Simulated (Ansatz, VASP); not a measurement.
## Ca2Si: VASP beside Ansatz

```xyz
3
Lattice="0.0000 3.5835 3.3382 3.5835 0.0000 3.3382 3.5835 3.5835 0.0000" Properties=species:S:1:pos:R:3 pbc="T T T"
Ca    5.3752    5.3752    4.9555
Ca    1.7917    1.7917    1.7209
Si    0.0000    0.0000    0.0000
```

Change from the starting cell: mode 6 frozen in at -0.054 Å, strain +e along z and -e/2 along x and y -0.0467.

Alike in both runs: task single point; functional LDA; k mesh 8 × 8 × 8; occupations gaussian, width 0.05 eV; no spin polarisation.

|  | VASP | Ansatz |
| --- | --- | --- |
| version | VASP 6.6.1 | Ansatz 0.2.0 |
| potentials or method | VASP PAW LDA potentials, release 64 (Ca_sv, Si), cutoff 520 eV | scalar-relativistic, plane waves, PAW |
| valence electrons in the cell | 24 | 24 |

Ansatz gave:

```
gap on the k mesh at the Fermi level (eV)                     : 0.20
least direct gap on the mesh (eV)                             : 0.20
pressure (GPa)                                                : 0.0
traceless stress, the component that is largest in VASP (GPa) : 3.30
rms of the force components (eV/Å)                            : 0.176
```

**Question.** Which values does VASP return?

**Answer.** gap on the k mesh at the Fermi level (eV): 0.19; least direct gap on the mesh (eV): 0.19; pressure (GPa): 0.1; traceless stress, the component that is largest in VASP (GPa): 3.29; rms of the force components (eV/Å): 0.177.

LDA's correlation is that of Perdew and Zunger in VASP and of Perdew and Wang (1992) in Ansatz. Atom by atom the forces differ by 0.001 eV/Å (rms over components).
